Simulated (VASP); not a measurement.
# CaB6 in VASP: a series of runs

CaB6 is run at these levels: PBE; tasks: single point.

Program: VASP 6.6.1. These are calculated values, not measurements. Logs are shortened: lines on timing, memory, paths and dates and some standing lists are left out, and cuts for length are marked.

### Step 1. The cell of the first run

The structure is cubic, space group Pm-3m (No. 221). The conventional cell has a = 4.229 Å, b = 4.229 Å, c = 4.229 Å, α = 90.00°, β = 90.00°, γ = 90.00°. Ca (site symmetry m-3m) has 24 B at 3.11 Å and 6 Ca at 4.23 Å within 4.3 Å. B (site symmetry 4mm) has 5 B at 1.72 to 1.78 Å within 2.3 Å.

### Step 2. Single point, PBE (10.81 Å³/atom)

INCAR reads:

```
SYSTEM = CaB6
ALGO = Normal
EDIFF = 1E-6
ENCUT = 520
GGA = PE
ISIF = 2
ISMEAR = 0
LASPH = .TRUE.
LCHARG = .FALSE.
LREAL = .FALSE.
LWAVE = .FALSE.
NBANDS = 23
NELM = 100
PREC = Accurate
SIGMA = 0.01
```

KPOINTS reads:

```
k-points
0
G
  8 8 8
  0 0 0
```

POSCAR reads:

```
CaB6
1.0
    4.2292700971      0.0000000000      0.0000000000
    0.0000000000      4.2292700971      0.0000000000
    0.0000000000      0.0000000000      4.2292700971
Ca B
1 6
Direct
    0.0000000000      0.0000000000      0.0000000000
    0.2030741063      0.5000000000      0.5000000000
    0.5000000000      0.2030741063      0.5000000000
    0.7969258937      0.5000000000      0.5000000000
    0.5000000000      0.7969258937      0.5000000000
    0.5000000000      0.5000000000      0.2030741063
    0.5000000000      0.5000000000      0.7969258937
```

Potentials or basis: VASP PAW PBE potentials, release 64 (Ca_sv, B).

The run is started by

```console
$ cat potpaw_PBE.64/Ca_sv/POTCAR potpaw_PBE.64/B/POTCAR > POTCAR
$ mpirun -np 1 vasp_std > vasp.out
```

OUTCAR:

```text
SYSTEM = CaB6
   EDIFF = 1E-6
   ENCUT = 520
   GGA = PE
   ISIF = 2
   ISMEAR = 0
   LASPH = .TRUE.
   LREAL = .FALSE.
   NELM = 100
   PREC = Accurate

 ion  position               nearest neighbor table
   1  0.000  0.000  0.000-
   2  0.203  0.500  0.500-   4 1.72   3 1.78   5 1.78   6 1.78   7 1.78
   3  0.500  0.203  0.500-   5 1.72   4 1.78   2 1.78   6 1.78   7 1.78
   4  0.797  0.500  0.500-   2 1.72   3 1.78   5 1.78   6 1.78   7 1.78
   5  0.500  0.797  0.500-   3 1.72   2 1.78   4 1.78   6 1.78   7 1.78
   6  0.500  0.500  0.203-   7 1.72   3 1.78   4 1.78   5 1.78   2 1.78
   7  0.500  0.500  0.797-   6 1.72   3 1.78   4 1.78   5 1.78   2 1.78

  LATTYP: Found a simple cubic cell.
 ALAT       =     4.2292700971

  Lattice vectors:

 A1 = (   4.2292700971,   0.0000000000,   0.0000000000)
 A2 = (   0.0000000000,   4.2292700971,   0.0000000000)
 A3 = (   0.0000000000,   0.0000000000,   4.2292700971)

Analysis of symmetry for initial positions (statically):
=====================================================================
 Subroutine PRICEL returns:
 Original cell was already a primitive cell.

 Routine SETGRP: Setting up the symmetry group for a
 simple cubic supercell.

 Subroutine GETGRP returns: Found 48 space group operations
 (whereof 48 operations were pure point group operations)
 out of a pool of 48 trial point group operations.

The static configuration has the point symmetry O_h .

Analysis of symmetry for dynamics (positions and initial velocities):
=====================================================================
 Subroutine PRICEL returns:
 Original cell was already a primitive cell.

 Routine SETGRP: Setting up the symmetry group for a
 simple cubic supercell.

 Subroutine GETGRP returns: Found 48 space group operations
 (whereof 48 operations were pure point group operations)
 out of a pool of 48 trial point group operations.

The dynamic configuration has the point symmetry O_h .

 Subroutine INISYM returns: Found 48 space group operations
 (whereof 48 operations are pure point group operations),
 and found     1 'primitive' translations

----------------------------------------------------------------------------------------

                                     Primitive cell

  volume of cell :      75.6478

  direct lattice vectors                    reciprocal lattice vectors
[... 102 lines left out ...]
   NFREE  =      0    steps in history (QN), initial steepest desc. (CG)
   ISIF   =      2    stress and relaxation
   ISYM   =      2    0-nonsym 1-usesym 2-fastsym
   POTIM  = 0.5000    time-step for ionic-motion
   TEBEG  =    0.0;   TEEND  =   0.0 temperature during run
   PSTRESS=    0.0 pullay stress
   NELECT =      28.0000    total number of electrons
   NUPDOWN=      -1.0000    fix difference up-down
   EMIN   =  10.00;   EMAX   =-10.00  energy-range for DOS
   EFERMI =   0.00;   METHOD = LEGACY
   ISMEAR =     0;   SIGMA  =   0.01  broadening in eV -4-tet -1-fermi 0-gaus
   EFERMI_NEDOS =   21; number of points for ismear=-14 and -15
   IALGO  =     38    algorithm
   IMIX   =      4    mixing-type and parameters
     AMIX     =   0.40;   BMIX     =  1.00
     AMIX_MAG =   1.60;   BMIX_MAG =  1.00
  volume/ion in A,a.u.               =      10.81        72.93
  Fermi-wavevector in a.u.,A,eV,Ry     =   1.175426  2.221234 18.798178  1.381627
  Thomas-Fermi vector in A             =   2.311807
   LORBIT       =      0    0 simple, 1 ext, 2 COOP (PROOUT), +10 PAW based schemes
   GGA     = PE    functional components
   LHFCALC =     F    Hartree Fock is set to
   AEXX    =    0.0000 exact exchange contribution
   IVDW    =     0    specifies the selected vdW correction
   LEPSILON=     F    determine dielectric tensor
   LRPA    =     F    only Hartree local field effects (RPA)
 non-spin polarized calculation
 Gauss-broadening in eV      SIGMA  =   0.01
  energy-cutoff  :      520.00
  volume of cell :       75.65
 maximum number of plane-waves:      2064
 NGX is ok and might be reduce to    32
   NGX = 15   NGY = 15   NGZ = 15

 number of electron      27.9999995 magnetization

 Free energy of the ion-electron system (eV)
  ---------------------------------------------------
  ext. energy  EPLUGINS =         0.00000000
  ---------------------------------------------------
  free energy    TOTEN  =       -44.91112172 eV

  energy without entropy =      -44.91109950  energy(sigma->0) =      -44.91111061

 E-fermi :   4.3001     XC(G=0): -10.3211

 val. band max:        4.2896207722   @ k =   0.5000   0.0000   0.0000
 cond. band min:       4.3105036230   @ k =   0.5000   0.0000   0.0000
 fundamental gap:      0.0208828507
 Fermi energy:         4.3000621976

 k-point     1 :       0.0000    0.0000    0.0000
  band No.  band energies     occupation
      1     -37.1340      2.00000
      2     -18.1041      2.00000
      3     -18.1041      2.00000
      4     -18.1041      2.00000
      5      -9.8270      2.00000
      6      -2.3240      2.00000
[... 613 lines left out ...]
     22      10.7034      0.00000
     23      11.6562      0.00000

 [... further k-points ...]

------------------------ aborting loop because EDIFF is reached ----------------------------------------

  FORCE on cell =-STRESS in cart. coord.  units (eV):
  Direction    XX          YY          ZZ          XY          YZ          ZX
  --------------------------------------------------------------------------------------
  -------------------------------------------------------------------------------------
  Total       -3.6430713     -3.6430713     -3.6430713      0.0000000      0.0000000     -0.0000000
  in kB      -77.1581817    -77.1581817    -77.1581817      0.0000000      0.0000000     -0.0000000
  external PRESSURE =     -77.1581817 kB  Pullay stress =       0.0000000 kB

 VOLUME and BASIS-vectors are now :
 -----------------------------------------------------------------------------
  energy-cutoff  :      520.00
  volume of cell :       75.65
      direct lattice vectors                 reciprocal lattice vectors
     4.229270097  0.000000000  0.000000000     0.236447419  0.000000000  0.000000000
     0.000000000  4.229270097  0.000000000     0.000000000  0.236447419  0.000000000
     0.000000000  0.000000000  4.229270097     0.000000000  0.000000000  0.236447419

 POSITION                                       TOTAL-FORCE (eV/Angst)
 -----------------------------------------------------------------------------------
      0.00000      0.00000      0.00000         0.000000      0.000000      0.000000
      0.85886      2.11464      2.11464        -0.012102      0.000000      0.000000
      2.11464      0.85886      2.11464         0.000000     -0.012102      0.000000
      3.37041      2.11464      2.11464         0.012102      0.000000      0.000000
      2.11464      3.37041      2.11464         0.000000      0.012102      0.000000
      2.11464      2.11464      0.85886         0.000000      0.000000     -0.012102
      2.11464      2.11464      3.37041         0.000000      0.000000      0.012102
 -----------------------------------------------------------------------------------
    total drift:                                0.000000     -0.000000     -0.000000

  FREE ENERGIE OF THE ION-ELECTRON SYSTEM (eV)
  ---------------------------------------------------
  free  energy   TOTEN  =       -44.9111217241 eV

  energy  without entropy=      -44.9110995000  energy(sigma->0) =      -44.91111061
```

OSZICAR:

```text
N       E                     dE             d eps       ncg     rms          rms(c)
DAV:   1     0.140635479082E+03    0.14064E+03   -0.13069E+04  1610   0.113E+03
DAV:   2    -0.425867609601E+02   -0.18322E+03   -0.17483E+03  2114   0.270E+02
DAV:   3    -0.494919458951E+02   -0.69052E+01   -0.68689E+01  2414   0.498E+01
DAV:   4    -0.497033278682E+02   -0.21138E+00   -0.21113E+00  2514   0.649E+00
DAV:   5    -0.497058440296E+02   -0.25162E-02   -0.25160E-02  2285   0.731E-01    0.966E+00
DAV:   6    -0.456528930219E+02    0.40530E+01   -0.49695E+00  2106   0.105E+01    0.500E+00
DAV:   7    -0.449256642265E+02    0.72723E+00   -0.40295E+00  2091   0.842E+00    0.143E+00
DAV:   8    -0.449604361665E+02   -0.34772E-01   -0.88431E-01  1942   0.484E+00    0.878E-01
DAV:   9    -0.449118316048E+02    0.48605E-01   -0.10842E-01  2032   0.169E+00    0.195E-01
DAV:  10    -0.449111053862E+02    0.72622E-03   -0.28539E-02  2030   0.761E-01    0.136E-01
DAV:  11    -0.449110945002E+02    0.10886E-04   -0.55826E-03  1941   0.370E-01    0.366E-02
DAV:  12    -0.449112272619E+02   -0.13276E-03   -0.48421E-04  1993   0.119E-01    0.370E-02
DAV:  13    -0.449111210792E+02    0.10618E-03   -0.27953E-04  1997   0.887E-02    0.560E-03
DAV:  14    -0.449111220902E+02   -0.10110E-05   -0.32463E-05  2149   0.276E-02    0.402E-03
DAV:  15    -0.449111217241E+02    0.36607E-06   -0.26496E-06  1672   0.798E-03
   1 F= -.44911122E+02 E0= -.44911111E+02  d E =-.222241E-04
```

stdout:

```text
POSCAR found type information on POSCAR CaB
 POSCAR found :  2 types and       7 ions
 scaLAPACK will be used
 LDA part: xc-table for (Slater+PW92), standard interpolation
 POSCAR, INCAR and KPOINTS ok, starting setup
 FFT: planning ... GRIDC
 FFT: planning ... GRID_SOFT
 FFT: planning ... GRID
 WAVECAR not read
 entering main loop
```

Run time: 42 s. Hardware: 1 thread of Intel Xeon Platinum 8259CL at 2.50GHz (Skylake/Cascade Lake), shared host; peak memory 0.2 GiB.

What came out:

```yaml
Free_energy: -44.9111 eV
Pressure: -7.7 GPa
Largest_force: 0.012 eV/Å
Band_gap_on_the_k_mesh: 0.02 eV
```

Forces in eV/Å, atoms in the order of the input:
```
Ca   0.000  0.000  0.000
B   -0.012  0.000  0.000
B    0.000 -0.012  0.000
B    0.012  0.000  0.000
B    0.000  0.012  0.000
B    0.000  0.000 -0.012
B    0.000  0.000  0.012
```

Caveat: the cell stands under tension. A k mesh can miss the band edges.

### Step 3. Single point, PBE (11.21 Å³/atom)

This run uses another cell than the first one, of 11.21 Å³/atom.

INCAR reads:

```
  ALGO = Normal
  EDIFF = 1E-7
  ENCUT = 520
  GGA = PE
  ISIF = 2
  ISMEAR = 0
  LASPH = T
  LCHARG = F
  LREAL = F
  LWAVE = F
  NBANDS = 23
  NELM = 100
  PREC = Accurate
  SIGMA = 0.01
```

KPOINTS reads:

```
k-points
0
Gamma
  8 8 8
```

POSCAR reads:

```
CaB6
1.0
    4.2818129864      0.0000000000      0.0000000000
    0.0000000000      4.2818129864      0.0000000000
    0.0000000000      0.0000000000      4.2818129864
Ca B
1 6
Direct
    0.0000000000      0.0000000000      0.0000000000
    0.2039512095      0.5000000000      0.5000000000
    0.5000000000      0.2039512095      0.5000000000
    0.7960487905      0.5000000000      0.5000000000
    0.5000000000      0.7960487905      0.5000000000
    0.5000000000      0.5000000000      0.2039512095
    0.5000000000      0.5000000000      0.7960487905
```

Potentials or basis: VASP PAW PBE potentials, release 64 (Ca_sv, B).

The run is started by

```console
$ cat potpaw_PBE.64/Ca_sv/POTCAR potpaw_PBE.64/B/POTCAR > POTCAR
$ mpirun -np 1 vasp_std > vasp.out
```

Run time: 49 s. Hardware: 1 thread of Intel Xeon Platinum 8259CL at 2.50GHz (Skylake/Cascade Lake), shared host; peak memory 0.2 GiB.

It converged, with:

| Quantity | Value |
| --- | --- |
| Free energy | -44.7365 eV |
| Pressure | -11.9 GPa |
| Largest force | 0.012 eV/Å |
| Band gap on the k mesh | 0.13 eV |

Forces on the atoms (eV/Å):
```
Ca   0.000  0.000  0.000
B   -0.012  0.000  0.000
B    0.000 -0.012  0.000
B    0.012  0.000  0.000
B    0.000  0.012  0.000
B    0.000  0.000 -0.012
B    0.000  0.000  0.012
```

Levels at points of the mesh, in eV from the valence-band top:
| k point | band 12 | band 13 | band 14 | band 15 | band 16 | band 17 |
| --- | --- | --- | --- | --- | --- | --- |
| (0.00, 0.00, 0.00) | -0.33 | -0.33 | -0.33 | 2.82 | 2.82 | 2.82 |
| (0.50, 0.00, 0.00) | -2.20 | -1.64 | 0.00 | 0.13 | 2.99 | 2.99 |
| (0.50, 0.50, 0.00) | -2.45 | -1.37 | -1.37 | 2.92 | 2.92 | 3.76 |
| (0.50, 0.50, 0.50) | -1.03 | -1.03 | -1.03 | 3.83 | 4.35 | 4.35 |

Caveat: the cell stands under tension.

### Step 4. Single point, PBE

This run uses another cell than the first one, of 10.19 Å³/atom.

INCAR reads:

```
  PREC = Accurate
  ENCUT = 520
  EDIFF = 1E-6
  ISMEAR = 0
  SIGMA = 0.2
  LREAL = False
  LASPH = True
  NELM = 100
  ALGO = Normal
  ISIF = 2
  LWAVE = False
  LCHARG = False
  GGA = PE
  NBANDS = 23
```

KPOINTS reads:

```
Automatic mesh
0
Gamma
  6 6 6
```

POSCAR reads:

```
CaB6
1.0
    4.1456144006      0.0012733862      0.0008140243
    0.0012705561      4.1469918007      0.0034257618
    0.0008193616      0.0035007690      4.1480236728
Ca B
1 6
Direct
    0.0000119778      0.0001123019      0.0001151735
    0.2016580143      0.5000375641      0.5000227903
    0.5000753213      0.2016652806      0.5001515819
    0.7983233391      0.4999225370      0.4999385305
    0.4999327213      0.7983063289      0.4998023046
    0.5000518492      0.5001888115      0.2016799560
    0.4999467770      0.4997671759      0.7982896633
```

The run is started by

```console
$ cat potpaw_PBE.64/Ca_sv/POTCAR potpaw_PBE.64/B/POTCAR > POTCAR
$ mpirun -np 1 vasp_std > vasp.out
```

Run time: 2 min. Hardware: 1 thread of Intel Xeon Platinum 8259CL at 2.50GHz (Skylake/Cascade Lake), shared host; peak memory 0.28 GiB.

The run converged. Its results:

```
Free energy            : -45.0180 eV
Pressure               : 0.2 GPa
Largest force          : 0.017 eV/Å
Band gap on the k mesh : 0.11 eV (least direct gap 0.15 eV)
```

Forces on the atoms (eV/Å):
```
Ca   0.000 -0.001 -0.001
B   -0.015  0.001  0.000
B   -0.001 -0.016  0.001
B    0.016  0.000  0.000
B   -0.001  0.015  0.000
B   -0.001 -0.001 -0.017
B    0.000  0.002  0.016
```

Stress tensor (GPa, compression positive):
```
 0.28 -0.03 -0.01
-0.03  0.14 -0.07
-0.01 -0.07  0.04
```

Levels at points of the mesh, in eV from the valence-band top:
| k point | band 11 | band 12 | band 13 | band 14 | band 15 | band 16 | band 17 | band 18 |
| --- | --- | --- | --- | --- | --- | --- | --- | --- |
| (0.00, 0.00, 0.00) | -5.26 | -0.28 | -0.28 | -0.27 | 2.86 | 2.86 | 2.87 | 3.41 |
| (0.50, 0.00, 0.00) | -2.34 | -2.34 | -1.74 | -0.04 | 0.11 | 3.22 | 3.25 | 3.84 |
| (0.00, 0.50, 0.00) | -2.34 | -2.33 | -1.74 | -0.04 | 0.11 | 3.24 | 3.24 | 3.85 |
| (0.50, 0.50, 0.00) | -2.65 | -2.65 | -1.44 | -1.43 | 3.11 | 3.11 | 4.10 | 4.40 |
| (0.00, 0.00, 0.50) | -2.34 | -2.33 | -1.74 | -0.04 | 0.11 | 3.24 | 3.25 | 3.85 |
| (0.50, 0.00, 0.50) | -2.65 | -2.65 | -1.44 | -1.43 | 3.11 | 3.11 | 4.10 | 4.39 |
| (0.00, 0.50, 0.50) | -2.65 | -2.65 | -1.44 | -1.43 | 3.11 | 3.12 | 4.09 | 4.39 |
| (0.50, 0.50, 0.50) | -4.31 | -1.05 | -1.04 | -1.04 | 4.29 | 4.78 | 4.78 | 4.87 |

A k mesh can miss the band edges.

### Step 5. Overview

| cell | k mesh | smearing | gap on the mesh (eV) | pressure (GPa) | largest force (eV/Å) |
| --- | --- | --- | --- | --- | --- |
| a = 4.229 Å, 7 atoms, atomic positions A | 8 × 8 × 8 | gaussian 0.01 eV | 0.02 | -7.7 | 0.01 |
| a = 4.282 Å, 7 atoms, atomic positions B | 8 × 8 × 8 | gaussian 0.01 eV | 0.13 | -11.9 | 0.01 |
| a = 4.146, b = 4.147, c = 4.148 Å, angles 89.9, 90.0, 90.0°, 7 atoms, atomic positions C | 6 × 6 × 6 | gaussian 0.2 eV | 0.11 | 0.2 | 0.02 |

Alike in all rows: task single point; level PBE; potentials or basis VASP PAW PBE potentials, release 64 (Ca_sv, B); no spin polarisation; cutoff (eV) 520.

Caveats: the cell stands under tension (at least some runs).

Total energies depend on the potentials used, so only differences within one code and one set of settings carry meaning.

The gap in the log of VASP goes by the Fermi energy; the results here count the filled bands.